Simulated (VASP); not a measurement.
Write the native input for VASP 6.6.1 that does the following.

```
Task                   : single point
Functional             : r2SCAN
Potentials or basis    : VASP PAW PBE potentials, release 64 (Ta_pv)
Cutoff                 : 520 eV
k mesh                 : 7 × 7 × 7
Occupations            : fermi-dirac, width 0.1 eV
Spin                   : no spin polarisation
Dipole correction      : no
Further INCAR settings : ALGO = Normal; EDIFF = 1e-06; NBANDS = 12
```

Crystal: Ta.

```
Ta
1.0
    -1.69168    1.69168    1.69168
     1.69168   -1.69168    1.69168
     1.69168    1.69168   -1.69168
Ta
1
Direct
  0.00000 0.00000 0.00000
```

The input as run:

POSCAR

```
Ta
1.0
   -1.6916780000      1.6916780000      1.6916780000
    1.6916780000     -1.6916780000      1.6916780000
    1.6916780000      1.6916780000     -1.6916780000
Ta
1
Direct
    0.0000000000      0.0000000000      0.0000000000
```

INCAR.step1

```
SYSTEM = Ta
  ALGO = Normal
  EDIFF = 1E-4
  ENCUT = 520
  GGA = PE
  ISMEAR = -1
  LASPH = .True.
  LCHARG = .False.
  LREAL = .False.
  LWAVE = .True.
  NBANDS = 12
  NELM = 100
  PREC = Accurate
  SIGMA = 0.1
```

INCAR.step2

```
SYSTEM = Ta
  ALGO = Normal
  EDIFF = 1E-6
  ENCUT = 520
  ISIF = 2
  ISMEAR = -1
  ISTART = 1
  LASPH = .True.
  LCHARG = .False.
  LMIXTAU = .True.
  LREAL = .False.
  LWAVE = .False.
  METAGGA = R2SCAN
  NBANDS = 12
  NELM = 100
  PREC = Accurate
  SIGMA = 0.1
```

KPOINTS

```
k-points
0
Gamma
  7 7 7
  0 0 0
```

Potentials or basis: VASP PAW PBE potentials, release 64 (Ta_pv).

Command:

```sh
$ cat potpaw_PBE.64/Ta_pv/POTCAR > POTCAR
$ cp INCAR.step1 INCAR
$ mpirun -np 1 vasp_std > vasp.out
$ cp INCAR.step2 INCAR
$ mpirun -np 1 vasp_std > vasp.out
```

It gave:

- Pressure: -12.7 GPa

Caveat: the k points lie up to 0.38 Å⁻¹ apart; the PAW data sets were made with another functional, which shifts forces and pressure a little.

Wall time 8.6 s on 1 thread of Intel(R) Xeon(R) 6975P-C (Granite Rapids), with other jobs on the host, peak memory 0.14 GiB.
